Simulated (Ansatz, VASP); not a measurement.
**MnF2: VASP beside Ansatz**

File INCAR:

```
SYSTEM = MnF2
  PREC = Accurate
  ENCUT = 520
  EDIFF = 1E-6
  ISMEAR = -1
  SIGMA = 0.05
  LREAL = .False.
  LASPH = .True.
  NELM = 80
  ALGO = Normal
  ISIF = 2
  LWAVE = .False.
  LCHARG = .True.
  GGA = PE
  LELF = .True.
  LVHAR = .True.
  NBANDS = 36
```

File KPOINTS:

```
regular mesh
0
Gamma
  6 6 8
  0 0 0
```

Contents of POSCAR:

```
MnF2
1.0
    4.8738000000      0.0000000000      0.0000000000
    0.0000000000      4.8738000000      0.0000000000
    0.0000000000      0.0000000000      3.3107000000
Mn F
2 4
Direct
    0.0000000000      0.0000000000      0.0000000000
    0.5000000000      0.5000000000      0.5000000000
    0.3053000000      0.3053000000      0.0000000000
    0.1947000000      0.8053000000      0.5000000000
    0.6947000000      0.6947000000      0.0000000000
    0.8053000000      0.1947000000      0.5000000000
```

Input for Ansatz:

```yaml
crystal:
  lattice:
    - [4.8738, 0.0, 0.0]
    - [0.0, 4.8738, 0.0]
    - [0.0, 0.0, 3.3107]
  atoms:
    - { symbol: Mn, position: [0.0, 0.0, 0.0] }
    - { symbol: Mn, position: [0.5, 0.5, 0.5] }
    - { symbol: F, position: [0.3053, 0.3053, 0.0] }
    - { symbol: F, position: [0.1947, 0.8053, 0.5] }
    - { symbol: F, position: [0.6947, 0.6947, 0.0] }
    - { symbol: F, position: [0.8053, 0.1947, 0.5] }
  symmetry: { tolerance: 0.0003 }
hamiltonian:
  xc: pbe
  pseudopotentials: { kind: paw, azcp: { folder: soft_1 } }
basis:
  ecutwfc: 420
magnetization:
  spin_polarized: false
scf:
  occupations: { method: fermi_dirac, width: 0.05 }
kpoints:
  mp_grid: { grid: [6, 6, 8], shift: [0, 0, 0] }
output:
  forces: true
  stress: true
  eigenvalues: true
```

Alike in both runs: task single point; functional PBE; k mesh 6 × 6 × 8; occupations fermi-dirac, width 0.05 eV; no spin polarisation.

|  | VASP | Ansatz |
| --- | --- | --- |
| version | VASP 6.6.1 | Ansatz 0.2.0 |
| potentials or method | VASP PAW PBE potentials, release 64 (Mn_pv, F), cutoff 520 eV | PAW plane waves |
| valence electrons in the cell | 54 | 58 |

```tsv
	VASP	Ansatz	Ansatz less VASP
pressure (GPa)	-15.7	-15.6	+0.09
traceless stress, the component that is largest in VASP (GPa)	-3.06	-3.10	-0.042
rms of the force components (eV/Å)	0.015	0.015	+0.0005
```

Atom by atom the forces differ by 0.001 eV/Å (rms over components). With one functional, cell and mesh, what is left measures potentials, basis and numerics. VASP's potentials hold 54 valence electrons a cell and Ansatz's 58, so a difference there can come from the potentials and not from the codes.
